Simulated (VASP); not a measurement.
Input of a VASP 6.6.1 run:

The input INCAR:

```
PREC = Accurate
ENCUT = 520
EDIFF = 1E-6
ISMEAR = 0
SIGMA = 0.02
LREAL = F
LASPH = T
NELM = 100
ALGO = Normal
ISIF = 2
LWAVE = F
LCHARG = F
GGA = PE
IBRION = 2
NSW = 60
EDIFFG = -0.008
```

File KPOINTS:

```
Automatic mesh
0
Gamma
  12 12 6
```

The input POSCAR:

```
SiC
1.0
    3.0919365178      0.0000000000      0.0000000000
   -1.5459682589      2.6776955713      0.0000000000
    0.0000000000      0.0000000000      5.3787498263
Si C
2 2
Direct
    0.3333333333      0.6666666667      0.5008272805
    0.6666666667      0.3333333333      1.0008272805
    0.3333333333      0.6666666667      0.8741727195
    0.6666666667      0.3333333333      0.3741727195
```

Potentials or basis: VASP PAW PBE potentials, release 64 (Si, C).

Launch:

```console
$ cat potpaw_PBE.64/Si/POTCAR potpaw_PBE.64/C/POTCAR > POTCAR
$ mpirun -np 1 vasp_std > vasp.out
```

(1) Estimate the band gap on the k mesh.

## Answers

(1) 2.10 eV (least direct gap 4.28 eV).

Caveat: the cell differs from its parent crystal (strain along c alone, the other axes held: +6.0 %); the relaxation stopped at its first step, so nothing moved.
